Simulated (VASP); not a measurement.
Wanted: the native input for a VASP 6.6.1 run.

| Property | Result |
| --- | --- |
| Task | single point |
| Functional | revPBE |
| Potentials or basis | VASP PAW PBE potentials, release 64 (Ga_d) |
| Cutoff | 520 eV |
| k mesh | 15 × 15 × 9 |
| Occupations | fermi-dirac, width 0.1 eV |
| Spin | no spin polarisation |
| Dipole correction | no |
| Further INCAR settings | ALGO = Normal; EDIFF = 1e-06; NBANDS = 20 |

The structure of Ga lies in POSCAR:

```
Ga
1.0
   -2.4445053640      2.2611756874      1.3519688409
    2.2611756874     -2.4445053640      1.3519688409
    2.8822526698      2.8822526698     -1.6877374794
Ga
2
Direct
    0.9892656099      0.0107343901      0.0000000000
    0.7607343901      0.2392656099      0.5000000000
```

The input as run:

INCAR

```
  ALGO = Normal
  EDIFF = 1E-6
  ENCUT = 520
  GGA = RE
  ISIF = 2
  ISMEAR = -1
  LASPH = T
  LCHARG = T
  LELF = T
  LREAL = F
  LVHAR = T
  LWAVE = F
  NBANDS = 20
  NELM = 80
  PREC = Accurate
  SIGMA = 0.1
```

KPOINTS

```
k-points
0
Gamma
  15 15 9
```

Potentials or basis: VASP PAW PBE potentials, release 64 (Ga_d).

The run is started by

```sh
$ cat potpaw_PBE.64/Ga_d/POTCAR > POTCAR
$ mpirun -np 1 vasp_std > vasp.out
```

Results of the run:

| Property | Result |
| --- | --- |
| Pressure | 7.9 GPa |
| Largest force | 0.007 eV/Å |
| Band gap on the k mesh | zero (bands 13 and 14 overlap by 8.62 eV) |

Caveat: the cell stands under pressure; the PAW data sets were made with another functional, which shifts forces and pressure a little.

It took 3.3 min on 1 thread of AMD EPYC 9R45 96-Core Processor (Zen 5) (shared host), peak memory 0.38 GiB.
